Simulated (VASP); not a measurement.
# YN (Fm-3m) in VASP: notebook, part 2 of 2

VASP 6.6.1. Earlier steps stand in the parts before.

## (3) Electric field gradients, LDA (14.65 Å³/atom)

This run uses another cell than the first one, of 14.65 Å³/atom.

INCAR reads:

```
PREC     = Accurate       # precision mode
ENCUT    = 520            # plane-wave cutoff, eV
EDIFF    = 1E-8           # SCF threshold, eV
ISMEAR   = -1             # smearing method
SIGMA    = 0.03           # smearing width, eV
LREAL    = False          # projectors in reciprocal space
LASPH    = True           # aspherical terms in the spheres
NELM     = 120            # most SCF steps
ALGO     = Normal         # electronic algorithm
ISIF     = 2              # what is computed and relaxed
LWAVE    = False          # write WAVECAR
LCHARG   = False          # write CHGCAR
GGA      = CA             # functional
LEFG     = True         
NBANDS   = 15             # bands
GGA_COMPAT= False
```

KPOINTS reads:

```
Automatic mesh
0
Gamma
  9 9 9
```

POSCAR reads:

```
YN
1.0
    0.0000000000      2.4466013884      2.4466013884
    2.4466013884      0.0000000000      2.4466013884
    2.4466013884      2.4466013884      0.0000000000
Y N
1 1
Direct
    0.0000000000      0.0000000000      0.0000000000
    0.5000000000      0.5000000000      0.5000000000
```

Potentials or basis: VASP PAW LDA potentials, release 64 (Y_sv, N).

Command:

```sh
$ cat potpaw_LDA.64/Y_sv/POTCAR potpaw_LDA.64/N/POTCAR > POTCAR
$ mpirun -np 1 vasp_std > vasp.out
```

OUTCAR:

```text
PREC = Accurate
   ENCUT = 520
   EDIFF = 1E-8
   ISMEAR = -1
   LREAL = False
   LASPH = True
   NELM = 120
   ISIF = 2
   GGA = CA

 ion  position               nearest neighbor table
   1  0.000  0.000  0.000-   2 2.45   2 2.45   2 2.45   2 2.45   2 2.45   2 2.45
   2  0.500  0.500  0.500-   1 2.45   1 2.45   1 2.45   1 2.45   1 2.45   1 2.45

  LATTYP: Found a face centered cubic cell.
 ALAT       =     4.8932027768

  Lattice vectors:

 A1 = (   0.0000000000,   2.4466013884,   2.4466013884)
 A2 = (   2.4466013884,   0.0000000000,   2.4466013884)
 A3 = (   2.4466013884,   2.4466013884,   0.0000000000)

Analysis of symmetry for initial positions (statically):
[... 642 lines left out ...]
  free  energy   TOTEN  =       -19.8568236818 eV

  energy  without entropy=      -19.8566396873  energy(sigma->0) =      -19.85673168

 Electric field gradients (V/A^2)
---------------------------------------------------------------------
 ion       V_xx      V_yy      V_zz      V_xy      V_xz      V_yz
---------------------------------------------------------------------
   1      -0.000    -0.000     0.000     0.000     0.000     0.000
   2       0.000    -0.000     0.000     0.000     0.000     0.000
---------------------------------------------------------------------

 Electric field gradients after diagonalization (V/A^2)
 (convention: |V_zz| > |V_xx| > |V_yy|)
----------------------------------------------------------------------
 ion       V_xx      V_yy      V_zz     asymmetry (V_yy - V_xx)/ V_zz
----------------------------------------------------------------------
   1      -0.000    -0.000     0.000       0.000
   2      -0.000    -0.000     0.000       0.000
----------------------------------------------------------------------

           NMR quadrupolar parameters

 Cq : quadrupolar parameter    Cq=e*Q*V_zz/h
 eta: asymmetry parameters     (V_yy - V_xx)/ V_zz
 Q  : nuclear electric quadrupole moment in mb (millibarn)
----------------------------------------------------------------------
 ion       Cq(MHz)       eta       Q (mb)
----------------------------------------------------------------------
   1       0.000       0.000       1.000
   2       0.000       0.000       1.000
----------------------------------------------------------------------
```

OSZICAR:

```text
N       E                     dE             d eps       ncg     rms          rms(c)
DAV:   1     0.490659553727E+02    0.49066E+02   -0.83751E+03  1050   0.108E+03
DAV:   2    -0.207081974990E+02   -0.69774E+02   -0.63760E+02  1436   0.224E+02
DAV:   3    -0.234694956702E+02   -0.27613E+01   -0.27454E+01  1333   0.367E+01
DAV:   4    -0.235158599479E+02   -0.46364E-01   -0.46359E-01  1267   0.463E+00
DAV:   5    -0.235166018358E+02   -0.74189E-03   -0.74188E-03  1267   0.498E-01    0.315E+01
DAV:   6    -0.202372104154E+02    0.32794E+01   -0.89762E+00  1078   0.242E+01    0.346E+01
DAV:   7    -0.199156698943E+02    0.32154E+00   -0.54072E-01  1296   0.581E+00    0.241E+01
DAV:   8    -0.198853986994E+02    0.30271E-01   -0.28579E-01  1511   0.438E+00    0.801E+00
DAV:   9    -0.198569807295E+02    0.28418E-01   -0.32769E-02  1349   0.193E+00    0.134E+00
DAV:  10    -0.198569204220E+02    0.60307E-04   -0.52548E-03  1141   0.621E-01    0.461E-01
DAV:  11    -0.198568490108E+02    0.71411E-04   -0.55208E-04  1267   0.163E-01    0.328E-01
DAV:  12    -0.198568234031E+02    0.25608E-04   -0.50890E-05  1211   0.538E-02    0.411E-02
DAV:  13    -0.198568238454E+02   -0.44235E-06   -0.77568E-07  1232   0.822E-03    0.130E-02
DAV:  14    -0.198568236845E+02    0.16097E-06   -0.15639E-07  1246   0.349E-03    0.111E-03
DAV:  15    -0.198568236818E+02    0.26903E-08   -0.79478E-09  1003   0.733E-04
   1 F= -.19856824E+02 E0= -.19856732E+02  d E =-.183994E-03
```

Wall time 29 s (1 thread of AMD EPYC 7R43 (Zen 3), shared host); peak memory 0.13 GiB.

What came out:

| Item | Value |
| --- | --- |
| Free energy | -19.8568 eV |
| Pressure | -7.3 GPa |
| Band gap on the k mesh | 0.15 eV (least direct gap 0.56 eV) |
| Largest electric field gradient by atom | zero within the noise of the run |

Caveat: the cell stands under tension; an odd mesh through Γ misses points on the zone boundary, where band edges can lie.

## (4) Electric field gradients, LDA (14.65 Å³/atom)

This run uses another cell than the first one, of 14.65 Å³/atom.

INCAR reads:

```
SYSTEM = YN
ALGO = Normal ; EDIFF = 1E-8
ENCUT = 520 ; GGA = CA
GGA_COMPAT = .FALSE. ; ISIF = 2
ISMEAR = -1 ; LASPH = .TRUE.
LCHARG = .FALSE. ; LEFG = .TRUE.
LREAL = .FALSE. ; LWAVE = .FALSE.
NBANDS = 15 ; NELM = 120
PREC = Accurate ; SIGMA = 0.03
```

KPOINTS reads:

```
k-points
0
G
  9 9 9
  0 0 0
```

POSCAR is that of step 3.

Potentials or basis: VASP PAW LDA potentials, release 64 (Y_sv, N).

Command:

```sh
$ cat potpaw_LDA.64/Y_sv/POTCAR potpaw_LDA.64/N/POTCAR > POTCAR
$ mpirun -np 1 vasp_std > vasp.out
```

OUTCAR:

```text
SYSTEM = YN
   EDIFF = 1E-8
   ENCUT = 520
   GGA = CA
   ISIF = 2
   ISMEAR = -1
   LASPH = .TRUE.
   LREAL = .FALSE.
   NELM = 120
   PREC = Accurate

 ion  position               nearest neighbor table
   1  0.000  0.000  0.000-   2 2.45   2 2.45   2 2.45   2 2.45   2 2.45   2 2.45
   2  0.500  0.500  0.500-   1 2.45   1 2.45   1 2.45   1 2.45   1 2.45   1 2.45

  LATTYP: Found a face centered cubic cell.
 ALAT       =     4.8932027768

  Lattice vectors:

 A1 = (   0.0000000000,   2.4466013884,   2.4466013884)
[... 645 lines left out ...]
  ---------------------------------------------------
  free  energy   TOTEN  =       -19.8568236818 eV

  energy  without entropy=      -19.8566396873  energy(sigma->0) =      -19.85673168

 Electric field gradients (V/A^2)
---------------------------------------------------------------------
 ion       V_xx      V_yy      V_zz      V_xy      V_xz      V_yz
---------------------------------------------------------------------
   1      -0.000    -0.000     0.000     0.000     0.000     0.000
   2       0.000    -0.000     0.000     0.000     0.000     0.000
---------------------------------------------------------------------

 Electric field gradients after diagonalization (V/A^2)
 (convention: |V_zz| > |V_xx| > |V_yy|)
----------------------------------------------------------------------
 ion       V_xx      V_yy      V_zz     asymmetry (V_yy - V_xx)/ V_zz
----------------------------------------------------------------------
   1      -0.000    -0.000     0.000       0.000
   2      -0.000    -0.000     0.000       0.000
----------------------------------------------------------------------

           NMR quadrupolar parameters

 Cq : quadrupolar parameter    Cq=e*Q*V_zz/h
 eta: asymmetry parameters     (V_yy - V_xx)/ V_zz
 Q  : nuclear electric quadrupole moment in mb (millibarn)
----------------------------------------------------------------------
 ion       Cq(MHz)       eta       Q (mb)
----------------------------------------------------------------------
   1       0.000       0.000       1.000
   2       0.000       0.000       1.000
----------------------------------------------------------------------
```

Wall time 27 s (1 thread of AMD EPYC 7R43 (Zen 3), shared host); peak memory 0.13 GiB.

What came out:

| Property | Result |
| --- | --- |
| Free energy | -19.8568 eV |
| Pressure | -7.3 GPa |
| Band gap on the k mesh | 0.15 eV (least direct gap 0.56 eV) |
| Largest electric field gradient by atom | zero within the noise of the run |

Caveat: the cell stands under tension; an odd mesh through Γ misses points on the zone boundary, where band edges can lie.
